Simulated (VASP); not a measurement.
# Si2W (P6_222) in VASP: notebook

Aim: see how the results for Si2W move with the level of theory and the settings. Levels: PBEsol+D3(BJ), PBEsol+D4, PBEsol. Tasks: single point.

Program: VASP 6.6.1. These are calculated values, not measurements. Logs are shortened: lines on timing, memory, paths and dates and some standing lists are left out, and cuts for length are marked.

### Step 1. The cell of the first run

The structure is hexagonal, space group P6_222 (No. 180). The conventional cell has a = 4.530 Å, b = 4.530 Å, c = 6.548 Å, α = 90.00°, β = 90.00°, γ = 120.00°. Within 3.4 Å of W (site symmetry 222) lie 10 Si at 2.55 to 2.64 Å and 4 W at 3.15 Å. Within 3.3 Å of Si (site symmetry 2) lie 9 Si at 2.53 to 3.18 Å and 5 W at 2.55 to 2.64 Å.

### Step 2. Single point, PBEsol+D3(BJ)

INCAR

```
PREC = Accurate
ENCUT = 520
EDIFF = 1E-7
ISMEAR = -1
SIGMA = 0.05
LREAL = False
LASPH = True
NELM = 100
ALGO = Normal
ISIF = 2
LWAVE = False
LCHARG = False
GGA = PS
IVDW = 12
NBANDS = 43
```

KPOINTS

```
Automatic mesh
0
Gamma
  7 7 4
```

POSCAR

```
Si2W
1.0
    4.5302057617      0.0000000000      0.0000000000
   -2.2651028809      3.9232732740      0.0000000000
    0.0000000000      0.0000000000      6.5477225143
W Si
3 6
Direct
    0.5000000000      0.0000000000      0.5000000000
    0.5000000000      0.5000000000      0.8333333333
    0.0000000000      0.5000000000      0.1666666667
    0.3272698787      0.1636349394      0.1666666667
    0.8363650606      0.1636349394      0.8333333333
    0.1636349394      0.3272698787      0.5000000000
    0.6727301213      0.8363650606      0.1666666667
    0.1636349394      0.8363650606      0.8333333333
    0.8363650606      0.6727301213      0.5000000000
```

Potentials or basis: VASP PAW PBE potentials, release 64 (W_sv, Si).

Run with:

```console
$ cat potpaw_PBE.64/W_sv/POTCAR potpaw_PBE.64/Si/POTCAR > POTCAR
$ mpirun -np 1 vasp_std > vasp.out
```

OUTCAR:

```text
PREC = Accurate
   ENCUT = 520
   EDIFF = 1E-7
   ISMEAR = -1
   LREAL = False
   LASPH = True
   NELM = 100
   ISIF = 2
   GGA = PS
   IVDW = 12
 IVDW          = 12

 ion  position               nearest neighbor table
   1  0.500  0.000  0.500-   5 2.55   8 2.55   7 2.55   4 2.55   6 2.60   9 2.60   6 2.60   9 2.60
                             6 2.64   9 2.64   3 3.15   3 3.15   2 3.15   2 3.15
   2  0.500  0.500  0.833-   6 2.55   9 2.55   7 2.55   4 2.55   8 2.60   5 2.60   8 2.60   5 2.60
                             8 2.64   5 2.64   1 3.15   1 3.15   3 3.15   3 3.15
   3  0.000  0.500  0.167-   6 2.55   9 2.55   8 2.55   5 2.55   4 2.60   7 2.60   4 2.60   7 2.60
                             7 2.64   4 2.64   1 3.15   1 3.15   2 3.15   2 3.15
   4  0.327  0.164  0.167-   6 2.53   8 2.53   1 2.55   2 2.55   7 2.57   3 2.60   3 2.60   3 2.64
                             7 2.64   7 2.64   9 3.12   5 3.12
   5  0.836  0.164  0.833-   6 2.53   7 2.53   1 2.55   3 2.55   8 2.57   2 2.60   2 2.60   2 2.64
                             8 2.64   8 2.64   9 3.12   4 3.12
   6  0.164  0.327  0.500-   4 2.53   5 2.53   2 2.55   3 2.55   9 2.57   1 2.60   1 2.60   1 2.64
                             9 2.64   9 2.64   7 3.12   8 3.12
   7  0.673  0.836  0.167-   9 2.53   5 2.53   1 2.55   2 2.55   4 2.57   3 2.60   3 2.60   3 2.64
                             4 2.64   4 2.64   6 3.12   8 3.12
   8  0.164  0.836  0.833-   9 2.53   4 2.53   1 2.55   3 2.55   5 2.57   2 2.60   2 2.60   2 2.64
                             5 2.64   5 2.64   6 3.12   7 3.12
   9  0.836  0.673  0.500-   7 2.53   8 2.53   2 2.55   3 2.55   6 2.57   1 2.60   1 2.60   1 2.64
                             6 2.64   6 2.64   4 3.12   5 3.12

  LATTYP: Found a hexagonal cell.
 ALAT       =     4.5302057617
 C/A-ratio  =     1.4453477080

  Lattice vectors:

 A1 = (   4.5302057617,   0.0000000000,   0.0000000000)
 A2 = (  -2.2651028809,   3.9232732740,   0.0000000000)
 A3 = (   0.0000000000,   0.0000000000,   6.5477225143)

Analysis of symmetry for initial positions (statically):
=====================================================================
 Subroutine PRICEL returns:
 Original cell was already a primitive cell.

 Routine SETGRP: Setting up the symmetry group for a
 hexagonal supercell.

 Subroutine GETGRP returns: Found 12 space group operations
 (whereof  4 operations were pure point group operations)
 out of a pool of 24 trial point group operations.

The static configuration has the point symmetry D_2 .
 The point group associated with its full space group is D_6 .

Analysis of symmetry for dynamics (positions and initial velocities):
=====================================================================
 Subroutine PRICEL returns:
 Original cell was already a primitive cell.

 Routine SETGRP: Setting up the symmetry group for a
 hexagonal supercell.

 Subroutine GETGRP returns: Found 12 space group operations
 (whereof  4 operations were pure point group operations)
 out of a pool of 24 trial point group operations.

The dynamic configuration has the point symmetry D_2 .
 The point group associated with its full space group is D_6 .

 Subroutine INISYM returns: Found 12 space group operations
 (whereof  4 operations are pure point group operations),
 and found     1 'primitive' translations

----------------------------------------------------------------------------------------

                                     Primitive cell

  volume of cell :     116.3742

  direct lattice vectors                    reciprocal lattice vectors
     4.530205762  0.000000000  0.000000000     0.220740525  0.127444602  0.000000000
    -2.265102881  3.923273274  0.000000000     0.000000000  0.254889204  0.000000000
     0.000000000  0.000000000  6.547722514     0.000000000  0.000000000  0.152724859

  length of vectors
     4.530205762  4.530205762  6.547722514     0.254889204  0.254889204  0.152724859

  position of ions in fractional coordinates (direct lattice)
     0.500000000  0.000000000  0.500000000
     0.500000000  0.500000000  0.833333333
     0.000000000  0.500000000  0.166666667
     0.327269879  0.163634939  0.166666667
     0.836365061  0.163634939  0.833333333
     0.163634939  0.327269879  0.500000000
     0.672730121  0.836365061  0.166666667
     0.163634939  0.836365061  0.833333333
     0.836365061  0.672730121  0.500000000

  ion indices of the primitive-cell ions
   primitive index   ion index
                 1           1
                 2           2
                 3           3
                 4           4
                 5           5
                 6           6
                 7           7
                 8           8
                 9           9

----------------------------------------------------------------------------------------

 KPOINTS: Automatic mesh

Automatic generation of k-mesh.
 Grid dimensions read from file:
 generate k-points for:    7    7    4

 Generating k-lattice:

  Cartesian coordinates                     Fractional coordinates (reciprocal lattice)
     0.031534361  0.018206372  0.000000000     0.142857143  0.000000000  0.000000000
     0.000000000  0.036412743  0.000000000     0.000000000  0.142857143  0.000000000
     0.000000000  0.000000000  0.038181215     0.000000000  0.000000000  0.250000000

  Length of vectors
     0.036412743  0.036412743  0.038181215

  Shift w.r.t. Gamma in fractional coordinates (k-lattice)
     0.000000000  0.000000000  0.000000000

 Subroutine IBZKPT returns following result:
 ===========================================

 Found     24 irreducible k-points:

 Following reciprocal coordinates:
            Coordinates               Weight
  0.000000  0.000000  0.000000      1.000000
  0.142857  0.000000  0.000000      6.000000
  0.285714  0.000000  0.000000      6.000000
  0.428571 -0.000000  0.000000      6.000000
  0.142857  0.142857  0.000000      6.000000
  0.285714  0.142857  0.000000     12.000000
[... 16 lines left out ...]
  0.428571  0.142857  0.500000      6.000000
  0.285714  0.285714  0.500000      6.000000
   k-points           NKPTS =     24   k-points in BZ     NKDIM =     24   number of bands    NBANDS=     43
   number of dos      NEDOS =    301   number of ions     NIONS =      9
   total plane-waves  NPLWV =  64800
   dimension x,y,z NGX =    36 NGY =   36 NGZ =   50
   dimension x,y,z NGXF=    72 NGYF=   72 NGZF=  100
   ions per type =               3   6
   NGX,Y,Z   is equivalent  to a cutoff of  13.21, 13.21, 12.69 a.u.
   NGXF,Y,Z  is equivalent  to a cutoff of  26.42, 26.42, 25.39 a.u.
 SYSTEM =  unknown system
   PREC   = accura    normal or accurate (medium, high low for compatibility)
   ISTART =      0    job   : 0-new  1-cont  2-samecut
   ICHARG =      2    charge: 1-file 2-atom 10-const
   ISPIN  =      1    spin polarized calculation?
   LNONCOLLINEAR =      F non collinear calculations
   LSORBIT =      F    spin-orbit coupling
   LASPH  =      T    aspherical Exc in radial PAW
   ENCUT  =  520.0 eV  38.22 Ry    6.18 a.u.   8.42  8.42 12.17*2*pi/ulx,y,z
   NELM   =    100;   NELMIN=  2; NELMDL= -5     # of ELM steps
   EDIFF  = 0.1E-06   stopping-criterion for ELM
   LREAL  =      F    real-space projection
   EDIFFG = 0.1E-05   stopping-criterion for IOM
   NSW    =      0    number of steps for IOM
   IBRION =     -1    ionic relax: 0-MD 1-quasi-New 2-CG
   NFREE  =      0    steps in history (QN), initial steepest desc. (CG)
   ISIF   =      2    stress and relaxation
   ISYM   =      2    0-nonsym 1-usesym 2-fastsym
   POTIM  = 0.5000    time-step for ionic-motion
   TEBEG  =    0.0;   TEEND  =   0.0 temperature during run
   PSTRESS=    0.0 pullay stress
   NELECT =      66.0000    total number of electrons
   NUPDOWN=      -1.0000    fix difference up-down
   EMIN   =  10.00;   EMAX   =-10.00  energy-range for DOS
   EFERMI =   0.00;   METHOD = LEGACY
   ISMEAR =    -1;   SIGMA  =   0.05  broadening in eV -4-tet -1-fermi 0-gaus
   EFERMI_NEDOS =   21; number of points for ismear=-14 and -15
   IALGO  =     38    algorithm
   IMIX   =      4    mixing-type and parameters
     AMIX     =   0.40;   BMIX     =  1.00
     AMIX_MAG =   1.60;   BMIX_MAG =  1.00
  volume/ion in A,a.u.               =      12.93        87.26
  Fermi-wavevector in a.u.,A,eV,Ry     =   1.355098  2.560763 24.984233  1.836289
  Thomas-Fermi vector in A             =   2.482214
   LORBIT       =      0    0 simple, 1 ext, 2 COOP (PROOUT), +10 PAW based schemes
   GGA     = PS    functional components
   LHFCALC =     F    Hartree Fock is set to
   AEXX    =    0.0000 exact exchange contribution
   IVDW    =    12    specifies the selected vdW correction
   LEPSILON=     F    determine dielectric tensor
   LRPA    =     F    only Hartree local field effects (RPA)
 non-spin polarized calculation
  energy-cutoff  :      520.00
  volume of cell :      116.37
 maximum number of plane-waves:      3180
 NGX is ok and might be reduce to    36
   NGX = 17   NGY = 17   NGZ = 25

 number of electron      65.9999995 magnetization

 Free energy of the ion-electron system (eV)
  ---------------------------------------------------
  ext. energy  EPLUGINS =         0.00000000
  ---------------------------------------------------
  free energy    TOTEN  =       -79.23189369 eV

  energy without entropy =      -79.22960209  energy(sigma->0) =      -79.23074789

 E-fermi :  13.0803     XC(G=0): -12.8035

 val. band max:       12.9664223430   @ k =   0.4286  -0.0000   0.5000
 cond. band min:      13.1958732638   @ k =   0.4286  -0.0000   0.0000
 fundamental gap:      0.2294509207
 Fermi energy:        13.0803262468

 k-point     1 :       0.0000    0.0000    0.0000
  band No.  band energies     occupation
      1     -61.1419      2.00000
      2     -61.1263      2.00000
      3     -61.1263      2.00000
      4     -25.5733      2.00000
      5     -25.5680      2.00000
      6     -25.5680      2.00000
[... 35 lines left out ...]
     42      16.2018      0.00000
     43      16.5789      0.00000
[... 1017 lines left out ...]
      3     -61.1274      2.00000
      4     -25.6151      2.00000
      5     -25.5932      2.00000
      6     -25.5920      2.00000
[... 35 lines left out ...]
     42      16.3978      0.00000
     43      16.4984      0.00000

------------------------ aborting loop because EDIFF is reached ----------------------------------------

 Edisp (eV)   -5.09646

 E8    (eV) :    -3.4542

  FORCE on cell =-STRESS in cart. coord.  units (eV):
  Direction    XX          YY          ZZ          XY          YZ          ZX
  --------------------------------------------------------------------------------------
  -------------------------------------------------------------------------------------
  Total       0.30763     0.30763     0.30601    -0.00000     0.00000     0.00000
  in kB       4.23530     4.23530     4.21304    -0.00000     0.00000     0.00000
  external pressure =        4.23 kB  Pullay stress =        0.00 kB

 VOLUME and BASIS-vectors are now :
 -----------------------------------------------------------------------------
  energy-cutoff  :      520.00
  volume of cell :      116.37
      direct lattice vectors                 reciprocal lattice vectors
     4.530205762  0.000000000  0.000000000     0.220740525  0.127444602  0.000000000
    -2.265102881  3.923273274  0.000000000     0.000000000  0.254889204  0.000000000
     0.000000000  0.000000000  6.547722514     0.000000000  0.000000000  0.152724859

 POSITION                                       TOTAL-FORCE (eV/Angst)
 -----------------------------------------------------------------------------------
      2.26510      0.00000      3.27386        -0.000000     -0.000000      0.000000
      1.13255      1.96164      5.45644        -0.000000     -0.000000     -0.000000
     -1.13255      1.96164      1.09129        -0.000000     -0.000000      0.000000
      1.11195      0.64198      1.09129         0.005922      0.003419      0.000000
      3.41826      0.64198      5.45644        -0.005922      0.003419      0.000000
      0.00000      1.28397      3.27386        -0.000000      0.006838      0.000000
      1.15315      3.28129      1.09129        -0.005922     -0.003419      0.000000
     -1.15315      3.28129      5.45644         0.005922     -0.003419      0.000000
      2.26510      2.63930      3.27386         0.000000     -0.006838      0.000000
 -----------------------------------------------------------------------------------
    total drift:                                0.000000     -0.000000     -0.000000

  FREE ENERGIE OF THE ION-ELECTRON SYSTEM (eV)
  ---------------------------------------------------
  free  energy   TOTEN  =       -84.3283543171 eV

  energy  without entropy=      -84.3260627190  energy(sigma->0) =      -84.32720852
```

Run time: 2.6 min. Hardware: 1 thread of AMD EPYC 7R43 (Zen 3), shared host; peak memory 0.25 GiB.

Results:

```yaml
Free_energy: -84.3284 eV
Pressure: 0.4 GPa
Largest_force: 0.007 eV/Å
Band_gap_on_the_k_mesh: 0.23 eV, indirect (least direct gap 0.77 eV)
Dispersion_energy_per_atom: -0.566 eV
```

Forces on the atoms (eV/Å):
```
W    0.000  0.000  0.000
W    0.000  0.000  0.000
W    0.000  0.000  0.000
Si   0.006  0.003  0.000
Si  -0.006  0.003  0.000
Si   0.000  0.007  0.000
Si  -0.006 -0.003  0.000
Si   0.006 -0.003  0.000
Si   0.000 -0.007  0.000
```

Caveat: the PAW data sets were made with another functional, which shifts forces and pressure a little; spin-orbit coupling is left out, which moves the levels of the heavy elements.

### Step 3. Single point, PBEsol+D3(BJ)

This run uses another cell than the first one, of 13.00 Å³/atom, 1.005 times its volume.

INCAR

```
ALGO     = Normal         # electronic algorithm
EDIFF    = 1E-6           # SCF threshold, eV
ENCUT    = 520            # plane-wave cutoff, eV
GGA      = PS             # functional
ISIF     = 2              # what is computed and relaxed
ISMEAR   = -1             # smearing method
IVDW     = 12             # dispersion correction
LASPH    = True           # aspherical terms in the spheres
LCHARG   = False          # write CHGCAR
LREAL    = False          # projectors in reciprocal space
LWAVE    = False          # write WAVECAR
NBANDS   = 43             # bands
NELM     = 100            # most SCF steps
PREC     = Accurate       # precision mode
SIGMA    = 0.05           # smearing width, eV
```

KPOINTS

```
k-points
0
Gamma
  7 7 4
```

POSCAR

```
Si2W
1.0
    4.5387067878      0.0000000000      0.0000000000
   -2.2693533939      3.9306353786      0.0000000000
    0.0000000000      0.0000000000      6.5582039091
W Si
3 6
Direct
    0.5000000000      0.0000000000      0.5000000000
    0.5000000000      0.5000000000      0.8333333333
    0.0000000000      0.5000000000      0.1666666667
    0.3273071802      0.1636535901      0.1666666667
    0.8363464099      0.1636535901      0.8333333333
    0.1636535901      0.3273071802      0.5000000000
    0.6726928198      0.8363464099      0.1666666667
    0.1636535901      0.8363464099      0.8333333333
    0.8363464099      0.6726928198      0.5000000000
```

Potentials or basis: VASP PAW PBE potentials, release 64 (W_sv, Si).

Run with:

```console
$ cat potpaw_PBE.64/W_sv/POTCAR potpaw_PBE.64/Si/POTCAR > POTCAR
$ mpirun -np 1 vasp_std > vasp.out
```

Run time: 2.4 min. Hardware: 1 thread of AMD EPYC 7R43 (Zen 3), shared host; peak memory 0.24 GiB.

It converged, with:

```yaml
Free_energy: -84.3275 eV
Pressure: -0.9 GPa
Largest_force: 0.007 eV/Å
Band_gap_on_the_k_mesh: 0.23 eV, indirect (least direct gap 0.76 eV)
Dispersion_energy_per_atom: -0.563 eV
```

Forces in eV/Å, atoms in the order of the input:
```
W    0.000  0.000  0.000
W    0.000  0.000  0.000
W    0.000  0.000  0.000
Si   0.006  0.003  0.000
Si  -0.006  0.003  0.000
Si   0.000  0.007  0.000
Si  -0.006 -0.003  0.000
Si   0.006 -0.003  0.000
Si   0.000 -0.007  0.000
```

Levels at points of the mesh, in eV from the valence-band top:
```tsv
k point	band 30	band 31	band 32	band 33	band 34	band 35	band 36	band 37
(0.00, 0.00, 0.00)	-3.38	-2.98	-2.53	-0.94	2.33	2.33	2.53	2.74
(0.00, 0.00, 0.50)	-2.68	-2.51	-0.70	-0.70	1.97	2.35	2.35	2.54
```

Caveat: three body term missing; the PAW data sets were made with another functional, which shifts forces and pressure a little; spin-orbit coupling is left out, which moves the levels of the heavy elements. A k mesh can miss the band edges.

[end of part 1 of 2]
